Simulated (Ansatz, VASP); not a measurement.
## Two plane-wave programs on Ta

File INCAR:

```
ALGO     = Normal         # electronic algorithm
EDIFF    = 1E-6           # SCF threshold, eV
ENCUT    = 520            # plane-wave cutoff, eV
GGA      = PE             # functional
ISIF     = 2              # what is computed and relaxed
ISMEAR   = 0              # smearing method
LASPH    = True           # aspherical terms in the spheres
LCHARG   = False          # write CHGCAR
LREAL    = False          # projectors in reciprocal space
LWAVE    = False          # write WAVECAR
NBANDS   = 12             # bands
NELM     = 100            # most SCF steps
PREC     = Accurate       # precision mode
SIGMA    = 0.15           # smearing width, eV
```

File KPOINTS:

```
k-points
0
Gamma
  20 20 20
```

Contents of POSCAR:

```
Ta
1.0
   -1.5735592300      1.5735592300      1.8826062627
    1.5735592300     -1.5735592300      1.8826062627
    1.5735592300      1.5735592300     -1.8826062627
Ta
1
Direct
    0.0000000000      0.0000000000      0.0000000000
```

Input for Ansatz:

```yaml
crystal:
  lattice:
    - [-1.57355923, 1.57355923, 1.8826062627]
    - [1.57355923, -1.57355923, 1.8826062627]
    - [1.57355923, 1.57355923, -1.8826062627]
  atoms:
    - { symbol: Ta, position: [0.0, 0.0, 0.0] }
basis:
  ecutwfc: 420
kpoints:
  mp_grid: { grid: [20, 20, 20] }
hamiltonian:
  xc: pbe
  pseudopotentials: { kind: paw, azcp: { folder: soft_1 } }
scf:
  occupations: { method: gaussian, width: 0.15 }
output:
  forces: true
  stress: true
  eigenvalues: true
```

Alike in both runs: task single point; functional PBE; k mesh 20 × 20 × 20; occupations gaussian, width 0.15 eV; no spin polarisation.

|  | VASP | Ansatz |
| --- | --- | --- |
| version | VASP 6.6.1 | Ansatz 0.2.0 |
| potentials or method | VASP PAW PBE potentials, release 64 (Ta_pv), cutoff 520 eV | scalar-relativistic, plane waves, PAW |
| valence electrons in the cell | 11 | 13 |

```tsv
	VASP	Ansatz	Ansatz less VASP
gap on the k mesh at the Fermi level (eV)	none	none	-
pressure (GPa)	-1.2	-1.2	-0.04
traceless stress, the component that is largest in VASP (GPa)	-9.02	-9.01	+0.011
```

A gap of «none» marks a metal or a gap that the smearing closes. VASP's potentials hold 11 valence electrons a cell and Ansatz's 13, so a difference there can come from the potentials and not from the codes.

Spin-orbit coupling is off throughout.
